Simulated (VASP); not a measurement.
Ga:

```
Ga
1.0
     5.01193    0.00000    0.00000
    -2.50597    4.34046    0.00000
     0.00000    0.00000    3.07253
Ga
3
Direct
  0.00000 0.00000 0.00000
  0.33333 0.66667 0.50000
  0.66667 0.33333 0.50000
```

```yaml
Program: VASP 6.6.1
Task: relaxation of cell and atoms
Functional: PBE
Potentials_or_basis: VASP PAW PBE potentials, release 64 (Ga_d)
Cutoff: 600 eV
k_mesh: 6 × 6 × 6
Occupations: gaussian, width 0.1 eV
Spin: no spin polarisation
```

At the start: pressure -4.9 GPa; volume 22.28 Å³/atom.

Problem. Where does the relaxation end?

Solution. Over 7 steps the energy falls by 57.3 meV/atom and the volume is 19.18 Å³/atom (-13.9 %); space group P6/mmm (No. 191, to 0.05 Å).

Step by step:
```csv
step,energy change (eV),largest force (eV/Å),pressure (GPa),volume (Å³)
1,0.0000,0.0000,-4.90,66.84
2,-0.1491,0.0000,-2.23,60.46
3,-0.1701,0.0000,0.19,57.00
4,-0.1705,0.0000,0.33,57.19
5,-0.1662,0.0000,-0.96,58.81
6,-0.1708,0.0000,0.07,57.51
7,-0.1719,0.0000,0.07,57.53
```

Final structure:
```
Ga
1.0
     4.80163    0.00000    0.00000
    -2.40082    4.15833    0.00000
     0.00000    0.00000    2.88108
Ga
3
Direct
  0.00000 0.00000 0.00000
  0.33333 0.66667 0.50000
  0.66667 0.33333 0.50000
```
